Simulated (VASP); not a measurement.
## Cu4BrCl3: single point with PBE+D4

Crystal: Cu4BrCl3.

```
CELL_PARAMETERS angstrom
3.67845 0.00000 0.00000
0.00000 3.67845 0.00000
0.00000 0.00000 10.32728
ATOMIC_POSITIONS crystal
Cu 0.00000 0.00000 0.74732
Cu 0.50000 0.50000 0.50000
Cu 0.00000 0.00000 0.25268
Cu 0.50000 0.50000 0.00000
Br 0.00000 0.00000 0.00000
Cl 0.50000 0.50000 0.74643
Cl 0.00000 0.00000 0.50000
Cl 0.50000 0.50000 0.25357
```

```
Program             : VASP 6.6.1
Task                : single point
Functional          : PBE
Dispersion          : D4
Potentials or basis : VASP PAW PBE potentials, release 64 (Cu, Br, Cl)
Cutoff              : 520 eV
k mesh              : 6 × 6 × 2
Occupations         : gaussian, width 0.01 eV
Spin                : no spin polarisation
```

| Item | Value |
| --- | --- |
| Pressure | -2.0 GPa |
| Largest force | 0.142 eV/Å |
| Band gap on the k mesh | 0.17 eV (least direct gap 1.20 eV) |
| Dispersion energy per atom | -0.347 eV |

Forces on the atoms (eV/Å):
```
Cu   0.000  0.000 -0.111
Cu   0.000  0.000  0.000
Cu   0.000  0.000  0.111
Cu   0.000  0.000  0.000
Br   0.000  0.000  0.000
Cl   0.000  0.000 -0.142
Cl   0.000  0.000  0.000
Cl   0.000  0.000  0.142
```

Stress tensor (GPa, compression positive):
```
-1.82  0.00  0.00
 0.00 -1.82  0.00
 0.00  0.00 -2.21
```

Levels at points of the mesh, in eV from the valence-band top:
| k point | band 34 | band 35 | band 36 | band 37 | band 38 | band 39 |
| --- | --- | --- | --- | --- | --- | --- |
| (0.00, 0.00, 0.00) | -1.14 | -1.09 | -1.03 | 0.17 | 0.51 | 2.60 |
| (0.50, 0.00, 0.00) | -0.12 | -0.04 | 0.00 | 2.87 | 3.07 | 4.20 |
| (0.50, 0.50, 0.00) | -1.08 | -1.06 | -1.05 | 0.40 | 0.63 | 2.87 |
| (0.00, 0.00, 0.50) | -1.12 | -1.10 | -0.95 | 1.04 | 1.33 | 1.39 |
| (0.50, 0.00, 0.50) | -0.21 | -0.13 | -0.02 | 3.49 | 3.66 | 3.80 |
| (0.50, 0.50, 0.50) | -1.10 | -1.03 | -1.01 | 1.07 | 1.56 | 1.73 |

Wall time 3.2 min on 1 thread of Oxide Virtual Turin-like Processor, on a shared host, peak memory 0.26 GiB.

Caveat: semilocal functionals underestimate gaps, and a narrow one can read as zero. A k mesh can miss the band edges.
